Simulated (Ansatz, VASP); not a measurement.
## Nb: VASP beside Ansatz

```
Nb
1.0
    -1.62422    1.62422    1.62422
     1.62422   -1.62422    1.62422
     1.62422    1.62422   -1.62422
Nb
1
Direct
  0.00000 0.00000 0.00000
```

Alike in both runs: functional LDA; k mesh 18 × 18 × 18; occupations fermi-dirac, width 0.08 eV; no spin polarisation.

Ansatz relaxed the structure, and its values are those at the end. VASP's run is a single point on that final structure, the one shown.

```csv
,VASP,Ansatz
version,VASP 6.6.1,Ansatz 0.2.0
potentials or method,"VASP PAW LDA potentials, release 64 (Nb_sv)","PAW with Ansatz's default frozen-core files, scalar-relativistic"
plane-wave cutoff (eV),520,420
valence electrons in the cell,13,13
```

VASP gave:

* pressure (GPa): -0.2

Problem. Estimate Ansatz's values.

Solution. Pressure (GPa): 0.0.

LDA's correlation is that of Perdew and Zunger in VASP and of Perdew and Wang (1992) in Ansatz.
